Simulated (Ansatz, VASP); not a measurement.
## One calculation of Nb, two programs

File INCAR:

```
SYSTEM = Nb
PREC = Accurate ; ENCUT = 520
EDIFF = 1E-6 ; ISMEAR = 0
SIGMA = 0.15 ; LREAL = .False.
LASPH = .True. ; NELM = 80
ALGO = Normal ; ISIF = 2
LWAVE = .False. ; LCHARG = .True.
GGA = PS ; LELF = .True.
LVHAR = .True. ; NBANDS = 12
```

Contents of KPOINTS:

```
Automatic mesh
0
Gamma
  20 20 20
  0 0 0
```

POSCAR

```
Nb
1.0
    0.0000000000      1.9458000000      2.1996000000
    1.9458000000      0.0000000000      2.1996000000
    1.9458000000      1.9458000000      0.0000000000
Nb
1
Direct
    0.0000000000      0.0000000000      0.0000000000
```

Input for Ansatz:

```yaml
crystal:
  lattice:
    - [0.0, 1.9458, 2.1996]
    - [1.9458, 0.0, 2.1996]
    - [1.9458, 1.9458, 0.0]
  atoms:
    - { symbol: Nb, position: [0.0, 0.0, 0.0] }
basis:
  ecutwfc: 420
kpoints:
  mp_grid: { grid: [20, 20, 20] }
hamiltonian:
  xc: pbesol
scf:
  occupations: { method: gaussian, width: 0.15 }
output:
  forces: true
  stress: true
  eigenvalues: true
```

Change from the starting cell: strain -0.080 along x and y, +0.040 along z, atoms carried along.

Alike in both runs: task single point; functional PBEsol; k mesh 20 × 20 × 20; occupations gaussian, width 0.15 eV; no spin polarisation.

|  | VASP | Ansatz |
| --- | --- | --- |
| version | VASP 6.6.1 | Ansatz 0.2.0 |
| potentials or method | VASP PAW PBE potentials, release 64 (Nb_sv), cutoff 520 eV | scalar-relativistic, plane waves, PAW |
| valence electrons in the cell | 13 | 13 |

Ansatz gave:

```
gap on the k mesh at the Fermi level (eV)                     : none
pressure (GPa)                                                : 15.1
traceless stress, the component that is largest in VASP (GPa) : 13.42
```

Q: Which values does VASP return?

A: gap on the k mesh at the Fermi level (eV): none; pressure (GPa): 14.8; traceless stress, the component that is largest in VASP (GPa): 13.34.

VASP's potentials were made for PBE, not for PBEsol. A gap of «none» marks a metal or a gap that the smearing closes. With one functional, cell and mesh, what is left measures potentials, basis and numerics.
